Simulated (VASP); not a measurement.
Runs of VASP 6.6.1 on AlAs. Symmetry: F-43m, No. 216, cubic system. Conventional cell: a = 5.678 Å, b = 5.678 Å, c = 5.678 Å, α = 90.00°, β = 90.00°, γ = 90.00°. Al (site symmetry -43m) has 4 As at 2.46 Å within 3.2 Å. Within 3.2 Å of As (site symmetry -43m) lie 4 Al at 2.46 Å. 

| level | potentials or basis | spin | k mesh | cutoff (eV) | gap on the mesh (eV) | pressure (GPa) |
| --- | --- | --- | --- | --- | --- | --- |
| LDA | VASP PAW LDA potentials, release 64 (Al, As) | off | 4 × 4 × 4 | 500 | 1.32 | (b) |
| r2SCAN | VASP PAW PBE potentials, release 64 (Al, As) | off | 4 × 4 × 4 | 550 | 1.78 | 0.2 |
| PBE | VASP PAW PBE potentials, release 64 (Al, As) | off | 6 × 6 × 6 | 500 | (a) | 2.1 |
| PBE | VASP PAW PBE potentials, release 64 (Al, As) | non-collinear, zero start, SOC | 6 × 6 × 6 | 500 | - | 2.1 |

Alike in all rows: task single point; cell as given; smearing gaussian 0.01 eV.

Question: Fill in the values left out.

Answer: (a) 1.45; (b) -1.3.

Caveats: some runs use coarse meshes; the PAW data sets were made with another functional, which shifts forces and pressure a little (at least some runs).

A k mesh can miss the band edges, and rows without SOC leave out spin-orbit coupling on As.
